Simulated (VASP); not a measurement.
# Zr3Cd2 in VASP: a series of runs

The runs below take Zr3Cd2 through relaxation of cell and atoms, single point, with PBE.

Program: VASP 6.6.1. These are calculated values, not measurements. Logs are shortened: lines on timing, memory, paths and dates and some standing lists are left out, and cuts for length are marked.

## 1. The cell of the first run

The typed cell holds 5 atoms: a = 5.595 Å, b = 5.212 Å, c = 5.596 Å, α = 90.00°, β = 90.00°, γ = 90.00°.

## 2. Relaxation of cell and atoms, PBE

The input, INCAR:

```
ALGO     = Fast           # electronic algorithm
EDIFF    = 1E-7           # SCF threshold, eV
EDIFFG   = -0.005         # ionic threshold
ENCUT    = 600            # plane-wave cutoff, eV
GGA      = PE             # functional
IBRION   = 2              # ionic algorithm
ISIF     = 3              # what is computed and relaxed
ISMEAR   = 0              # smearing method
LASPH    = True           # aspherical terms in the spheres
LCHARG   = False          # write CHGCAR
LREAL    = False          # projectors in reciprocal space
LWAVE    = False          # write WAVECAR
NELM     = 60             # most SCF steps
NSW      = 100            # ionic steps
PREC     = Accurate       # precision mode
SIGMA    = 0.1            # smearing width, eV
```

The input, KPOINTS:

```
k-points
0
Gamma
  6 8 6
```

The input, POSCAR:

```
Zr3Cd2
1.0
    5.5945692856      0.0000000000      0.0000000000
    0.0000000000      5.2117889216      0.0000000000
    0.0000000000      0.0000000000      5.5960347615
Zr Cd
3 2
Direct
    0.0000000000      0.0000000000      0.5000000000
    0.5000000000      0.0000000000      0.0000000000
    0.0000000000      0.0000000000      0.0000000000
    0.5000000000      0.5000000000      0.5000000000
    0.5000000000      0.0000000000      0.5000000000
```

Potentials or basis: VASP PAW PBE potentials, release 64 (Zr_sv, Cd).

Command:

```sh
$ cat potpaw_PBE.64/Zr_sv/POTCAR potpaw_PBE.64/Cd/POTCAR > POTCAR
$ mpirun -np 1 vasp_std > vasp.out
```

OUTCAR:

```text
EDIFF = 1E-7
   EDIFFG = -0.005
   ENCUT = 600
   GGA = PE
   IBRION = 2
   ISIF = 3
   ISMEAR = 0
   LASPH = True
   LREAL = False
   NELM = 60
   NSW = 100
   PREC = Accurate

 ion  position               nearest neighbor table
   1  0.000  0.000  0.500-   5 2.80   5 2.80   3 2.80   3 2.80   4 3.82   4 3.82   4 3.82   4 3.82

   2  0.500  0.000  0.000-   3 2.80   3 2.80   5 2.80   5 2.80   4 3.82   4 3.82   4 3.82   4 3.82

   3  0.000  0.000  0.000-   2 2.80   2 2.80   1 2.80   1 2.80
   4  0.500  0.500  0.500-   5 2.61   5 2.61   1 3.82   1 3.82   1 3.82   1 3.82   2 3.82   2 3.82
                             2 3.82   2 3.82
   5  0.500  0.000  0.500-   4 2.61   4 2.61   1 2.80   1 2.80   2 2.80   2 2.80

  LATTYP: Found a simple orthorhombic cell.
 ALAT       =     5.2117889216
 B/A-ratio  =     1.0734451011
 C/A-ratio  =     1.0737262859

  Lattice vectors:

 A1 = (   0.0000000000,  -5.2117889216,   0.0000000000)
 A2 = (   5.5945692856,   0.0000000000,   0.0000000000)
 A3 = (   0.0000000000,   0.0000000000,   5.5960347615)

Analysis of symmetry for initial positions (statically):
=====================================================================
 Subroutine PRICEL returns:
 Original cell was already a primitive cell.

 Routine SETGRP: Setting up the symmetry group for a
 simple orthorhombic supercell.

 Subroutine GETGRP returns: Found  8 space group operations
 (whereof  8 operations were pure point group operations)
 out of a pool of  8 trial point group operations.

The static configuration has the point symmetry D_2h.

Analysis of symmetry for dynamics (positions and initial velocities):
=====================================================================
 Subroutine PRICEL returns:
 Original cell was already a primitive cell.

 Routine SETGRP: Setting up the symmetry group for a
 simple orthorhombic supercell.

 Subroutine GETGRP returns: Found  8 space group operations
 (whereof  8 operations were pure point group operations)
 out of a pool of  8 trial point group operations.

The dynamic configuration has the point symmetry D_2h.

 Subroutine INISYM returns: Found  8 space group operations
 (whereof  8 operations are pure point group operations),
 and found     1 'primitive' translations

----------------------------------------------------------------------------------------

                                     Primitive cell

  volume of cell :     163.1676

  direct lattice vectors                    reciprocal lattice vectors
     5.594569286  0.000000000  0.000000000     0.178744770  0.000000000  0.000000000
     0.000000000  5.211788922  0.000000000     0.000000000  0.191872698  0.000000000
     0.000000000  0.000000000  5.596034762     0.000000000  0.000000000  0.178697961

  length of vectors
     5.594569286  5.211788922  5.596034762     0.178744770  0.191872698  0.178697961

  position of ions in fractional coordinates (direct lattice)
     0.000000000  0.000000000  0.500000000
     0.500000000  0.000000000  0.000000000
     0.000000000  0.000000000  0.000000000
     0.500000000  0.500000000  0.500000000
     0.500000000  0.000000000  0.500000000

  ion indices of the primitive-cell ions
   primitive index   ion index
                 1           1
                 2           2
                 3           3
                 4           4
                 5           5

----------------------------------------------------------------------------------------

 KPOINTS: k-points

Automatic generation of k-mesh.
 Grid dimensions read from file:
 generate k-points for:    6    8    6

 Generating k-lattice:

  Cartesian coordinates                     Fractional coordinates (reciprocal lattice)
     0.029790795  0.000000000  0.000000000     0.166666667  0.000000000  0.000000000
     0.000000000  0.023984087  0.000000000     0.000000000  0.125000000  0.000000000
     0.000000000  0.000000000  0.029782993     0.000000000  0.000000000  0.166666667

  Length of vectors
     0.029790795  0.023984087  0.029782993

[... 43 lines left out ...]

 VOLUME and BASIS-vectors are now :
 -----------------------------------------------------------------------------
  energy-cutoff  :      600.00
  volume of cell :      163.17
      direct lattice vectors                 reciprocal lattice vectors
     5.594569286  0.000000000  0.000000000     0.178744770  0.000000000  0.000000000
     0.000000000  5.211788922  0.000000000     0.000000000  0.191872698  0.000000000
     0.000000000  0.000000000  5.596034762     0.000000000  0.000000000  0.178697961
[... 79 lines left out ...]
 POSITION                                       TOTAL-FORCE (eV/Angst)
 -----------------------------------------------------------------------------------
      0.00000      0.00000      2.80027         0.000000      0.000000      0.000000
      2.80027      0.00000      0.00000         0.000000      0.000000      0.000000
      0.00000      0.00000      0.00000         0.000000      0.000000      0.000000
      2.80027      2.61063      2.80027        -0.000000      0.000000      0.000000
      2.80027      0.00000      2.80027         0.000000      0.000000      0.000000
 -----------------------------------------------------------------------------------
    total drift:                                0.000000      0.000000      0.000000

  FREE ENERGIE OF THE ION-ELECTRON SYSTEM (eV)
  ---------------------------------------------------
  free  energy   TOTEN  =       -21.3260741910 eV

  energy  without entropy=      -21.3060510556  energy(sigma->0) =      -21.31606262

--------------------------------------- Ionic step        4  -------------------------------------------

 number of electron      60.0000018 magnetization

 Free energy of the ion-electron system (eV)
  ---------------------------------------------------
  ext. energy  EPLUGINS =         0.00000000
  ---------------------------------------------------
  free energy    TOTEN  =       -21.32611557 eV

  energy without entropy =      -21.30608703  energy(sigma->0) =      -21.31610130

 E-fermi :   3.4796     XC(G=0):  -9.0287

 val. band max:        3.4715233688   @ k =   0.1667   0.0000   0.0000
 cond. band min:       3.4958699735   @ k =   0.5000   0.1250   0.1667
 fundamental gap:      0.0243466047
 Fermi energy:         3.4795628268

 k-point     1 :       0.0000    0.0000    0.0000
  band No.  band energies     occupation
      1     -45.7632      2.00000
      2     -45.7260      2.00000
      3     -45.0896      2.00000
      4     -24.1808      2.00000
      5     -24.1806      2.00000
      6     -23.9354      2.00000
[... 925 lines left out ...]
     35       4.6129      0.00000
     36       4.8044      0.00000

 [... further k-points ...]

------------------------ aborting loop because EDIFF is reached ----------------------------------------

  FORCE on cell =-STRESS in cart. coord.  units (eV):
  Direction    XX          YY          ZZ          XY          YZ          ZX
  --------------------------------------------------------------------------------------
  -------------------------------------------------------------------------------------
  Total        0.0036750     -0.0063905      0.0089529     -0.0000000      0.0000000      0.0000000
  in kB        0.0359506     -0.0625155      0.0875823     -0.0000000      0.0000000      0.0000000
  external PRESSURE =       0.0203391 kB  Pullay stress =       0.0000000 kB

 VOLUME and BASIS-vectors are now :
 -----------------------------------------------------------------------------
  energy-cutoff  :      600.00
  volume of cell :      163.78
      direct lattice vectors                 reciprocal lattice vectors
     5.598463112  0.000000000  0.000000000     0.178620450 -0.000000000  0.000000000
     0.000000000  5.225611589  0.000000000     0.000000000  0.191365160  0.000000000
     0.000000000  0.000000000  5.598223973     0.000000000  0.000000000  0.178628080

 POSITION                                       TOTAL-FORCE (eV/Angst)
 -----------------------------------------------------------------------------------
      0.00000      0.00000      2.79911         0.000000      0.000000      0.000000
      2.79923      0.00000      0.00000         0.000000      0.000000      0.000000
      0.00000      0.00000      0.00000         0.000000      0.000000      0.000000
      2.79923      2.61281      2.79911        -0.000000      0.000000      0.000000
      2.79923      0.00000      2.79911         0.000000      0.000000      0.000000
 -----------------------------------------------------------------------------------
    total drift:                                0.000000      0.000000      0.000000

  FREE ENERGIE OF THE ION-ELECTRON SYSTEM (eV)
  ---------------------------------------------------
  free  energy   TOTEN  =       -21.3261155688 eV

  energy  without entropy=      -21.3060870258  energy(sigma->0) =      -21.31610130

 reached required accuracy - stopping structural energy minimisation
```

Run time: 29 min. Hardware: 1 thread of Intel Xeon Platinum 8488C (Sapphire Rapids), shared host; peak memory 0.66 GiB.

What came out:

```
Free energy                           : -21.3261 eV
Relaxed volume                        : 32.76 Å³/atom
Relaxed cell                          : a = 5.598 Å, b = 5.226 Å, c = 5.598 Å, α = 90.00°, β = 90.00°, γ = 90.00°
Space group after relaxing (to 0.1 Å) : P4/mmm (No. 123)
Energy gained by relaxing             : 0.1 meV/atom
Ionic steps                           : 4
Pressure after relaxing               : 0.0 GPa
Band gap on the k mesh                : zero (bands 30 and 31 overlap by 0.89 eV)
```

Step by step:
```csv
step,energy change (eV),largest force (eV/Å),pressure (GPa),volume (Å³)
1,0.0000,0.0000,0.14,163.17
2,-0.0003,0.0000,-0.04,163.86
3,-0.0003,0.0000,-0.02,163.77
4,-0.0003,0.0000,0.00,163.78
```

Final structure:
```cif
data_structure
_symmetry_space_group_name_H-M 'P 1'
_symmetry_Int_Tables_number 1
_cell_length_a 5.5985
_cell_length_b 5.2256
_cell_length_c 5.5982
_cell_angle_alpha 90.000
_cell_angle_beta 90.000
_cell_angle_gamma 90.000
_cell_volume 163.78
loop_
_atom_site_label
_atom_site_type_symbol
_atom_site_fract_x
_atom_site_fract_y
_atom_site_fract_z
_atom_site_occupancy
Zr1 Zr 0.00000 0.00000 0.50000 1
Zr2 Zr 0.50000 0.00000 0.00000 1
Zr3 Zr 0.00000 0.00000 0.00000 1
Cd1 Cd 0.50000 0.50000 0.50000 1
Cd2 Cd 0.50000 0.00000 0.50000 1
```

## 3. Single point, PBE

The input, INCAR:

```
SYSTEM = Zr3Cd2
PREC = Accurate
ENCUT = 520
EDIFF = 1E-6
ISMEAR = 0
SIGMA = 0.1
LREAL = .False.
LASPH = .True.
NELM = 80
ALGO = Fast
ISIF = 2
LWAVE = .False.
LCHARG = .False.
GGA = PE
NBANDS = 38
```

The input, KPOINTS:

```
Automatic mesh
0
Gamma
  6 8 6
  0 0 0
```

Edit POSCAR of step 2 so:

```diff
@@ -2,5 +2,5 @@
 1.0
-    5.5945692856      0.0000000000      0.0000000000
-    0.0000000000      5.2117889216      0.0000000000
-    0.0000000000      0.0000000000      5.5960347615
+    5.5945692788      0.0000000000      0.0000000000
+    0.0000000000      5.2117889253      0.0000000000
+    0.0000000000      0.0000000000      5.5960347616
 Zr Cd
```

Potentials or basis: VASP PAW PBE potentials, release 64 (Zr_sv, Cd).

Command:

```sh
$ cat potpaw_PBE.64/Zr_sv/POTCAR potpaw_PBE.64/Cd/POTCAR > POTCAR
$ mpirun -np 1 vasp_std > vasp.out
```

Wall time 5.5 min (1 thread of Intel Xeon 6975P-C (Granite Rapids), shared host); peak memory 0.53 GiB.

It converged, with:

```yaml
Free_energy: -21.3263 eV
Pressure: 0.2 GPa
Band_gap_on_the_k_mesh: zero (bands 30 and 31 overlap by 0.89 eV)
```

Stress tensor (GPa, compression positive):
```
0.15 0.00 0.00
0.00 0.24 0.00
0.00 0.00 0.11
```

Levels at points of the mesh, in eV from the Fermi level:
```csv
k point,band 27,band 28,band 29,band 30,band 31,band 32,band 33,band 34
"(0.00, 0.00, 0.00)",-1.21,-0.77,-0.76,-0.25,-0.10,-0.10,0.69,1.31
"(0.50, 0.00, 0.00)",-1.16,-0.65,-0.34,-0.24,0.39,0.63,0.94,1.13
"(0.00, 0.50, 0.00)",-1.48,-1.21,-1.21,0.60,0.88,0.88,1.10,1.10
"(0.50, 0.50, 0.00)",-0.92,-0.90,-0.79,0.33,0.49,0.91,0.93,0.96
"(0.00, 0.00, 0.50)",-1.16,-0.65,-0.34,-0.24,0.39,0.63,0.94,1.13
"(0.50, 0.00, 0.50)",-0.60,-0.06,-0.06,0.12,0.73,0.73,0.87,0.94
"(0.00, 0.50, 0.50)",-0.92,-0.90,-0.79,0.33,0.49,0.91,0.93,0.96
"(0.50, 0.50, 0.50)",-0.58,-0.34,-0.34,0.29,0.72,0.72,1.35,1.48
```

## 4. Single point, PBE (33.61 Å³/atom)

This run uses another cell than the first one, of 33.61 Å³/atom.

The input, INCAR:

```
SYSTEM = Zr3Cd2
ALGO = Fast
EDIFF = 1E-6
ENCUT = 520
GGA = PE
ISIF = 2
ISMEAR = 0
LASPH = .True.
LCHARG = .False.
LREAL = .False.
LWAVE = .False.
NBANDS = 38
NELM = 100
PREC = Accurate
SIGMA = 0.1
```

The input, KPOINTS:

```
k-points
0
Gamma
  6 8 6
  0 0 0
```

Edit POSCAR of step 3 so:

```diff
@@ -2,5 +2,5 @@
 1.0
-    5.5945692788      0.0000000000      0.0000000000
-    0.0000000000      5.2117889253      0.0000000000
-    0.0000000000      0.0000000000      5.5960347616
+    5.6337166228      0.0000000000      0.0000000000
+    0.0000000000      5.2956093646      0.0000000000
+    0.0000000000      0.0000000000      5.6332647640
 Zr Cd
```

Command:

```sh
$ cat potpaw_PBE.64/Zr_sv/POTCAR potpaw_PBE.64/Cd/POTCAR > POTCAR
$ mpirun -np 1 vasp_std > vasp.out
```

Run time: 5.7 min. Hardware: 1 thread of Intel Xeon 6975P-C (Granite Rapids), shared host; peak memory 0.53 GiB.

The run converged. Its results:

| Quantity | Value |
| --- | --- |
| Free energy | -21.3143 eV |
| Pressure | -1.0 GPa |
| Band gap on the k mesh | zero (bands 30 and 31 overlap by 0.85 eV) |

Levels at points of the mesh, in eV from the Fermi level:
| k point | band 27 | band 28 | band 29 | band 30 | band 31 | band 32 | band 33 | band 34 |
| --- | --- | --- | --- | --- | --- | --- | --- | --- |
| (0.00, 0.00, 0.00) | -1.22 | -0.76 | -0.76 | -0.28 | -0.07 | -0.07 | 0.69 | 1.23 |
| (0.50, 0.00, 0.00) | -1.15 | -0.64 | -0.32 | -0.28 | 0.37 | 0.59 | 0.85 | 1.09 |
| (0.00, 0.50, 0.00) | -1.47 | -1.16 | -1.16 | 0.54 | 0.87 | 0.87 | 1.04 | 1.04 |
| (0.50, 0.50, 0.00) | -0.91 | -0.87 | -0.76 | 0.35 | 0.47 | 0.83 | 0.87 | 0.94 |
| (0.00, 0.00, 0.50) | -1.15 | -0.64 | -0.32 | -0.27 | 0.37 | 0.59 | 0.85 | 1.09 |
| (0.50, 0.00, 0.50) | -0.61 | -0.04 | -0.04 | 0.10 | 0.69 | 0.69 | 0.79 | 0.90 |
| (0.00, 0.50, 0.50) | -0.91 | -0.87 | -0.76 | 0.35 | 0.47 | 0.83 | 0.87 | 0.94 |
| (0.50, 0.50, 0.50) | -0.56 | -0.31 | -0.31 | 0.18 | 0.67 | 0.67 | 1.33 | 1.41 |

## 5. Single point, PBE (shear of c along a, cell held: -1.5 %)

The input, INCAR:

```
SYSTEM = Zr3Cd2
PREC = Accurate
ENCUT = 520
EDIFF = 1E-6
ISMEAR = 0
SIGMA = 0.1
LREAL = .False.
LASPH = .True.
NELM = 100
ALGO = Fast
ISIF = 2
LWAVE = .False.
LCHARG = .True.
GGA = PE
LELF = .True.
LVHAR = .True.
NBANDS = 38
```

The input, KPOINTS:

```
Automatic mesh
0
Gamma
  8 6 6
  0 0 0
```

The input, POSCAR:

```
Zr3Cd2
1.0
    5.2117885728      0.0000000000      0.0000000000
    0.0000000000      5.5945692196      0.0000000000
   -0.0839405213      0.0000000000      5.5960347513
Zr Cd
3 2
Direct
    0.0000000000      0.0000000000      0.5000000000
    0.0000000000      0.5000000000      0.0000000000
    0.0000000000      0.0000000000      0.0000000000
    0.5000000000      0.5000000000      0.5000000000
    0.0000000000      0.5000000000      0.5000000000
```

Command:

```sh
$ cat potpaw_PBE.64/Zr_sv/POTCAR potpaw_PBE.64/Cd/POTCAR > POTCAR
$ mpirun -np 1 vasp_std > vasp.out
```

Run time: 13 min. Hardware: 1 thread of AMD EPYC 7R13 (Zen 3), shared host; peak memory 0.59 GiB.

The run converged. Its results:

```yaml
Free_energy: -21.3274 eV
Pressure: 0.2 GPa
Band_gap_on_the_k_mesh: zero (bands 30 and 31 overlap by 0.89 eV)
```

Stress tensor (GPa, compression positive):
```
 0.25  0.00 -0.14
 0.00  0.14  0.00
-0.14  0.00  0.10
```

Levels at points of the mesh, in eV from the Fermi level:
```tsv
k point	band 26	band 27	band 28	band 29	band 30	band 31	band 32	band 33	band 34	band 35
(0.00, 0.00, 0.00)	-1.50	-1.21	-0.77	-0.76	-0.25	-0.10	-0.10	0.69	1.31	1.40
(0.50, 0.00, 0.00)	-1.76	-1.48	-1.21	-1.21	0.60	0.88	0.88	1.10	1.10	1.70
(0.00, 0.50, 0.00)	-1.22	-1.16	-0.65	-0.34	-0.24	0.39	0.63	0.94	1.12	1.34
(0.50, 0.50, 0.00)	-1.64	-0.92	-0.90	-0.80	0.33	0.49	0.91	0.93	0.96	1.45
(0.00, 0.00, 0.50)	-1.22	-1.16	-0.65	-0.34	-0.24	0.39	0.63	0.94	1.12	1.34
(0.50, 0.00, 0.50)	-1.64	-0.92	-0.90	-0.79	0.33	0.49	0.91	0.93	0.96	1.44
(0.00, 0.50, 0.50)	-1.44	-0.60	-0.06	-0.06	0.12	0.73	0.73	0.86	0.94	0.95
(0.50, 0.50, 0.50)	-1.97	-0.58	-0.34	-0.34	0.29	0.72	0.72	1.35	1.47	1.48
```

Caveat: the cell differs from its parent crystal (shear of c along a, cell held: -1.5 %).

## 6. Single point, PBE (shear of c along a, cell held: +1.5 %)

The input, INCAR:

```
ALGO = Fast
EDIFF = 1E-7
ENCUT = 520
GGA = PE
ISIF = 2
ISMEAR = 0
LASPH = T
LCHARG = F
LREAL = F
LWAVE = F
NBANDS = 38
NELM = 100
PREC = Accurate
SIGMA = 0.1
```

The input, KPOINTS:

```
k-points
0
Gamma
  8 6 6
```

Edit POSCAR of step 5 so:

```diff
@@ -4,3 +4,3 @@
     0.0000000000      5.5945692196      0.0000000000
-   -0.0839405213      0.0000000000      5.5960347513
+    0.0839405213      0.0000000000      5.5960347513
 Zr Cd
```

Potentials or basis: VASP PAW PBE potentials, release 64 (Zr_sv, Cd).

Command:

```sh
$ cat potpaw_PBE.64/Zr_sv/POTCAR potpaw_PBE.64/Cd/POTCAR > POTCAR
$ mpirun -np 1 vasp_std > vasp.out
```

Run time: 16 min. Hardware: 1 thread of AMD EPYC 7R13 (Zen 3), shared host; peak memory 0.59 GiB.

It converged, with:

* Free energy: -21.3274 eV
* Pressure: 0.2 GPa
* Band gap on the k mesh: zero (bands 30 and 31 overlap by 0.89 eV)

Stress tensor (GPa, compression positive):
```
0.25 0.00 0.14
0.00 0.14 0.00
0.14 0.00 0.10
```

Levels at points of the mesh, in eV from the Fermi level:
```tsv
k point	band 27	band 28	band 29	band 30	band 31	band 32	band 33	band 34
(0.00, 0.00, 0.00)	-1.21	-0.77	-0.76	-0.25	-0.10	-0.10	0.69	1.31
(0.50, 0.00, 0.00)	-1.48	-1.21	-1.21	0.60	0.88	0.88	1.10	1.10
(0.00, 0.50, 0.00)	-1.16	-0.65	-0.34	-0.24	0.39	0.63	0.94	1.12
(0.50, 0.50, 0.00)	-0.92	-0.90	-0.80	0.33	0.49	0.91	0.93	0.96
(0.00, 0.00, 0.50)	-1.16	-0.65	-0.34	-0.24	0.39	0.63	0.94	1.12
(0.50, 0.00, 0.50)	-0.92	-0.90	-0.79	0.33	0.49	0.91	0.93	0.96
(0.00, 0.50, 0.50)	-0.60	-0.06	-0.06	0.12	0.73	0.73	0.86	0.94
(0.50, 0.50, 0.50)	-0.58	-0.34	-0.34	0.29	0.72	0.72	1.35	1.47
```

Caveat: the cell differs from its parent crystal (shear of c along a, cell held: +1.5 %).

## 7. Overview

| task | cell | k mesh | cutoff (eV) | gap on the mesh (eV) | pressure (GPa) |
| --- | --- | --- | --- | --- | --- |
| relaxation of cell and atoms | relaxed from a = 5.595, b = 5.212, c = 5.596 Å, 5 atoms, atomic positions A | 6 × 8 × 6 | 600 | none | 0.0 |
| single point | a = 5.595, b = 5.212, c = 5.596 Å, 5 atoms, atomic positions A | 6 × 8 × 6 | 520 | none | 0.2 |
| single point | a = 5.634, b = 5.296 Å, 5 atoms, atomic positions A | 6 × 8 × 6 | 520 | none | -1.0 |
| single point | a = 5.212, b = 5.595, c = 5.597 Å, angles 90.0, 90.9, 90.0°, 5 atoms, atomic positions B | 8 × 6 × 6 | 520 | none | 0.2 |
| single point | a = 5.212, b = 5.595, c = 5.597 Å, angles 90.0, 89.1, 90.0°, 5 atoms, atomic positions B | 8 × 6 × 6 | 520 | none | 0.2 |

Alike in all rows: level PBE; potentials or basis VASP PAW PBE potentials, release 64 (Zr_sv, Cd); no spin polarisation; smearing gaussian 0.1 eV.

Total energies depend on the potentials used, so only differences within one code and one set of settings carry meaning.

The gap in the log of VASP goes by the Fermi energy; the results here count the filled bands.